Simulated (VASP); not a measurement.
Set up this calculation in VASP 6.6.1, as the native input.

| Property | Result |
| --- | --- |
| Task | single point |
| Functional | PBEsol |
| Potentials or basis | VASP PAW PBE potentials, release 64 (Co, Sn_d) |
| Cutoff | 520 eV |
| k mesh | 8 × 8 × 8 |
| Occupations | gaussian, width 0.1 eV |
| Spin | no spin polarisation |
| Dipole correction | no |
| Further INCAR settings | ALGO = Fast; EDIFF = 1e-06; NBANDS = 46 |

The structure of CoSn2 lies in POSCAR:

```
CoSn2
1.0
   -3.0452666594      3.0452666594      2.6106855695
    3.0452666594     -3.0452666594      2.6106855695
    3.0452666594      3.0452666594     -2.6106855695
Co Sn
2 4
Direct
    0.2500000000      0.2500000000      0.0000000000
    0.7500000000      0.7500000000      0.0000000000
    0.6654105132      0.1654105132      0.8308210263
    0.1654105132      0.3345894868      0.5000000000
    0.3345894868      0.8345894868      0.1691789737
    0.8345894868      0.6654105132      0.5000000000
```

This cell differs from its parent crystal: volume scaled by 0.91, then relaxed in part.

One way to write it, as run:

INCAR

```
PREC     = Accurate       # precision mode
ENCUT    = 520            # plane-wave cutoff, eV
EDIFF    = 1E-6           # SCF threshold, eV
ISMEAR   = 0              # smearing method
SIGMA    = 0.1            # smearing width, eV
LREAL    = F              # projectors in reciprocal space
LASPH    = T              # aspherical terms in the spheres
NELM     = 100            # most SCF steps
ALGO     = Fast           # electronic algorithm
ISIF     = 2              # what is computed and relaxed
LWAVE    = F              # write WAVECAR
LCHARG   = F              # write CHGCAR
GGA      = PS             # functional
NBANDS   = 46             # bands
```

KPOINTS

```
Automatic mesh
0
Gamma
  8 8 8
```

Potentials or basis: VASP PAW PBE potentials, release 64 (Co, Sn_d).

Launch:

```bash
$ cat potpaw_PBE.64/Co/POTCAR potpaw_PBE.64/Sn_d/POTCAR > POTCAR
$ mpirun -np 1 vasp_std > vasp.out
```

It gave:

* Pressure: 14.1 GPa
* Band gap on the k mesh: zero (band 37 reaches 13.54 eV, above the bottom of band 38 at 11.68 eV)

Caveat: the PAW data sets were made with another functional, which shifts forces and pressure a little; spin-orbit coupling is left out, which moves the levels of the heavy elements.

Run time: 4.7 min on 1 thread of Intel(R) Xeon(R) Platinum 8488C (Sapphire Rapids) (shared host), peak memory 0.37 GiB.
